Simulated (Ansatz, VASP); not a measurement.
## AlN in VASP and in Ansatz

```
Al N
1.0
     3.22220    0.00000    0.00000
    -1.61110    2.79051    0.00000
     0.00000    0.00000    4.05720
Al N
2 2
Cartesian
  0.0000 1.8603 3.0429
  1.6111 0.9302 1.0143
  0.0000 1.8603 1.0143
  1.6111 0.9302 3.0429
```

Alike in both runs: task single point; functional PBEsol; k mesh 9 × 9 × 6; occupations gaussian, width 0.05 eV; no spin polarisation.

|  | VASP | Ansatz |
| --- | --- | --- |
| version | VASP 6.6.1 | Ansatz 0.2.0 |
| potentials or method | VASP PAW PBE potentials, release 64 (Al, N), cutoff 520 eV | scalar-relativistic, plane waves, PAW |
| valence electrons in the cell | 16 | 16 |

```tsv
	VASP	Ansatz	Ansatz less VASP
gap on the k mesh at the Fermi level (eV)	3.83	3.82	-0.016
least direct gap on the mesh (eV)	3.83	3.82	-0.016
pressure (GPa)	17.2	17.1	-0.11
traceless stress, the component that is largest in VASP (GPa)	-2.68	-2.65	+0.030
```

VASP's potentials were made for PBE, not for PBEsol, and Ansatz warns of the same on its side. With one functional, cell and mesh, what is left measures potentials, basis and numerics.
